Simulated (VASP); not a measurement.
Hg:

```
Hg
1.0
     2.23398   -2.04586    0.00000
     2.23398    2.04586    0.00000
    -0.34874    0.00000    3.03980
Hg
1
Direct
  0.50000 0.50000 0.50000
```

Program: VASP 6.6.1. Alike in all runs: task single point; potentials or basis VASP PAW PBE potentials, release 64 (Hg); no spin polarisation; cell as given.

Task: Order these runs on this cell by their pressure, lowest first.
A. level PBE; k mesh 6 × 6 × 6; cutoff (eV) 500; smearing tetrahedron
B. level PBE; k mesh 4 × 4 × 4; cutoff (eV) 500; smearing gaussian 0.1 eV
C. level revPBE; k mesh 2 × 4 × 3; cutoff (eV) 520; smearing fermi-dirac 0.0097 eV
D. level PBEsol+D3(BJ); k mesh 2 × 2 × 2, shifted; cutoff (eV) 500; smearing fermi-dirac 0.0680285 eV
E. level PBE; k mesh 2 × 2 × 2; cutoff (eV) 500; smearing tetrahedron

Result: D (-3.3 GPa), B (1.0 GPa), A (4.0 GPa), C (8.6 GPa), E (16.9 GPa).

Caveats: some runs use coarse meshes; the PAW data sets were made with another functional, which shifts forces and pressure a little (some runs); tetrahedron occupations give inexact forces and stress in metals (some runs); three body term missing (some runs); pairwise dispersion overbinds metals, which lowers pressure and volume (some runs).
